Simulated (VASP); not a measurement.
Set up this calculation in VASP 6.6.1, as the native input.

```yaml
Task: single point
Functional: PBEsol
Potentials_or_basis: VASP PAW PBE potentials, release 64 (Cu, Ge_d)
Cutoff: 410 eV
k_mesh: 1 × 1 × 1, shifted
Occupations: fermi-dirac, width 0.1663 eV
Spin: no spin polarisation
Dipole_correction: no
Mended: yes
Further_INCAR_settings: LREAL = Auto; ALGO = Normal; EDIFF = 1e-06; NBANDS = 108; ISYM = -1
```

The structure of Cu3Ge lies in POSCAR:

```
Cu3Ge
1.0
    5.8084680000      0.2175700000     -0.1413800000
    0.2175700000      6.0343640000     -0.1031110000
   -0.1413800000     -0.1031110000      6.2614650000
Cu Ge
12 4
Direct
    0.4801575625      0.9036912568      0.8459608391
    0.6642724143      0.5690176417      0.7785912421
    0.2261161086      0.6898968418      0.6717784494
    0.6832279351      0.6695300834      0.1151878485
    0.9096145067      0.8863833899      0.8939962416
    0.7035231031      0.1478018867      0.6005848626
    0.7385816641      0.2205445372      0.1106014716
    0.4356834564      0.3500855108      0.9108538647
    0.3999972147      0.3847069834      0.3534284913
    0.1667419253      0.1405318895      0.6414603223
    0.1661969653      0.6666922679      0.1239566513
    0.0137250728      0.4214708294      0.8892704390
   -0.0192379091      0.4662722141      0.5067128761
    0.4194179624      0.8572335279      0.4052419870
    0.8912219586      0.8497980862      0.4502249060
    0.2144728843      0.1037964288      0.1242670413
```

One way to write it, as run:

INCAR

```
PREC = Accurate
ENCUT = 410
EDIFF = 1E-6
ISMEAR = -1
SIGMA = 0.1663
LREAL = Auto
LASPH = True
NELM = 120
ALGO = Normal
ISIF = 2
LWAVE = False
LCHARG = True
GGA = PS
LELF = True
LVHAR = True
NBANDS = 108
ISYM = -1
GGA_COMPAT = False
```

KPOINTS

```
explicit points
1
Reciprocal
  0.25000000   0.25000000   0.25000000 1
```

Potentials or basis: VASP PAW PBE potentials, release 64 (Cu, Ge_d).

Command:

```sh
$ cat potpaw_PBE.64/Cu/POTCAR potpaw_PBE.64/Ge_d/POTCAR > POTCAR
$ mpirun -np 1 vasp_std > vasp.out
```

Results of the run:

The pressure is 1.1 GPa. The largest force is 3.008 eV/Å.

Caveat: the atoms stand as in a frame of molecular dynamics; the PAW data sets were made with another functional, which shifts forces and pressure a little.

Run time: 110 s on 1 thread of Intel(R) Xeon(R) Platinum 8375C CPU @ 2.90GHz (Ice Lake) (shared host), peak memory 0.24 GiB.
